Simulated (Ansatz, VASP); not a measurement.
**Two plane-wave programs on FeCo**

```
Fe Co
1.0
     2.85180    0.00000    0.00000
     0.00000    2.85180    0.00000
     0.00000    0.00000    2.85180
Fe Co
1 1
Direct
  0.00000 0.00000 0.00000
  0.50000 0.50000 0.50000
```

Change from the starting cell: species swapped into the BaHg type (Pm-3m, No. 221).

Alike in both runs: functional PBE; k mesh 6 × 6 × 6; occupations gaussian, width 0.1 eV; collinear spin.

Ansatz relaxed the structure, and its values are those at the end. VASP's run is a single point on that final structure, the one shown.

|  | VASP | Ansatz |
| --- | --- | --- |
| version | VASP 6.6.1 | Ansatz 0.2.0 |
| potentials or method | VASP PAW PBE potentials, release 64 (Fe, Co), cutoff 600 eV | scalar-relativistic, plane waves, PAW |
| valence electrons in the cell | 17 | 33 |

|  | VASP | Ansatz | Ansatz less VASP |
| --- | --- | --- | --- |
| gap on the k mesh at the Fermi level (eV) | none | none | - |
| pressure (GPa) | -0.6 | 0.0 | +0.62 |
| net moment per atom (μB) | 2.35 | 2.36 | +0.004 |
| size of the moment on the site where the two differ most (μB) | 1.83 | 1.89 | +0.061 |

Site moments also hang on the region over which each program counts them. A gap of «none» marks a metal or a gap that the smearing closes. VASP's potentials hold 17 valence electrons a cell and Ansatz's 33, so a difference there can come from the potentials and not from the codes.

The k mesh is coarse, so the values compare programs but aren't converged.
